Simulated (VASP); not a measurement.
A run of VASP 6.6.1:

Contents of INCAR:

```
SYSTEM = N
  PREC = Accurate
  ENCUT = 520
  EDIFF = 1E-7
  ISMEAR = 0
  SIGMA = 0.15
  LREAL = .FALSE.
  LASPH = .TRUE.
  NELM = 80
  ALGO = Normal
  ISIF = 2
  LWAVE = .FALSE.
  LCHARG = .FALSE.
  NBANDS = 12
```

File KPOINTS:

```
Automatic mesh
0
G
  15 15 8
  0 0 0
```

Contents of POSCAR:

```
N
1.0
    3.9193217816      0.0000000000      0.0000000000
   -1.9596608908      3.3942322285      0.0000000000
    0.0000000000      0.0000000000      5.4188000000
N
2
Direct
    0.3333333333      0.6666666667      0.2500000000
    0.6666666667      0.3333333333      0.7500000000
```

Potentials or basis: VASP PAW LDA potentials, release 64 (N).

Run with:

```bash
$ cat potpaw_LDA.64/N/POTCAR > POTCAR
$ mpirun -np 1 vasp_std > vasp.out
```

Hardware: 1 thread of AMD EPYC 7R13 (shared host).

Problem. How long does it take, and how much memory?

Solution. Wall time 84 s on 1 thread of AMD EPYC 7R13 (shared host), peak memory 0.18 GiB. Counts: scf iterations 12, k points 135.
